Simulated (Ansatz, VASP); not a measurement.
# ZnS: VASP beside Ansatz

```xyz
4
Lattice="3.8441 0.0000 0.0000 -1.9220 3.3291 0.0000 0.0000 0.0000 6.1155" Properties=species:S:1:pos:R:3 pbc="T T T"
Zn    0.0000    2.2194   -0.0160
Zn    1.9220    1.1097    3.0418
S     0.0000    2.2194    2.3093
S     1.9220    1.1097    5.3670
```

Alike in both runs: task single point; functional PBE; k mesh 12 × 12 × 4; occupations gaussian, width 0.02 eV; no spin polarisation.

```csv
,VASP,Ansatz
version,VASP 6.6.1,Ansatz 0.2.0
potentials or method,"VASP PAW PBE potentials, release 64 (Zn, S), cutoff 520 eV","scalar-relativistic, plane waves, PAW"
valence electrons in the cell,36,36
```

|  | VASP | Ansatz | Ansatz less VASP |
| --- | --- | --- | --- |
| gap on the k mesh at the Fermi level (eV) | 2.23 | 2.23 | -0.004 |
| least direct gap on the mesh (eV) | 2.23 | 2.23 | -0.004 |
| pressure (GPa) | 2.5 | 2.4 | -0.16 |
| traceless stress, the component that is largest in VASP (GPa) | 1.98 | 1.97 | -0.005 |
